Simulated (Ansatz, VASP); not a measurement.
**Two plane-wave programs on Au**

The input INCAR:

```
PREC = Accurate
ENCUT = 600
EDIFF = 1E-6
ISMEAR = -1
SIGMA = 0.05
LREAL = F
LASPH = T
NELM = 100
ALGO = Normal
ISIF = 3
LWAVE = F
LCHARG = F
IBRION = 2
NSW = 60
EDIFFG = -0.005
```

Contents of KPOINTS:

```
regular mesh
0
Gamma
  17 17 17
```

POSCAR

```
Au
1.0
    0.0000000000      2.0229441107      2.0229441107
    2.0229441107      0.0000000000      2.0229441107
    2.0229441107      2.0229441107      0.0000000000
Au
1
Direct
    0.0000000000      0.0000000000      0.0000000000
```

Input for Ansatz:

```yaml
crystal:
  lattice:
    - [0.0, 2.0229441107, 2.0229441107]
    - [2.0229441107, 0.0, 2.0229441107]
    - [2.0229441107, 2.0229441107, 0.0]
  atoms:
    - { symbol: Au, position: [0.0, 0.0, 0.0] }
kpoints:
  mp_grid: { grid: [17, 17, 17] }
scf:
  occupations: { method: fermi_dirac, width: 0.05 }
hamiltonian:
  xc: lda
  pseudopotentials: { kind: paw }
output:
  forces: true
  stress: true
relax:
  f_tol: 0.005
  max_steps: 40
  cell: {}
```

Alike in both runs: task relaxation of cell and atoms; functional LDA; k mesh 17 × 17 × 17; occupations fermi-dirac, width 0.05 eV; no spin polarisation.

|  | VASP | Ansatz |
| --- | --- | --- |
| version | VASP 6.6.1 | Ansatz 0.2.0 |
| potentials or method | VASP PAW LDA potentials, release 64 (Au) | PAW with Ansatz's default frozen-core files, scalar-relativistic |
| plane-wave cutoff (eV) | 600 | 420 |
| valence electrons in the cell | 11 | 19 |

```tsv
	VASP	Ansatz	Ansatz less VASP
relaxed volume (Å³/atom)	16.61	16.56	-0.049
relaxed cell length with the largest relative difference (Å)	2.864	2.861	-0.0028
```

LDA's correlation is that of Perdew and Zunger in VASP and of Perdew and Wang (1992) in Ansatz. VASP's potentials hold 11 valence electrons a cell and Ansatz's 19, so a difference there can come from the potentials and not from the codes.

Neither program's run includes spin-orbit coupling.
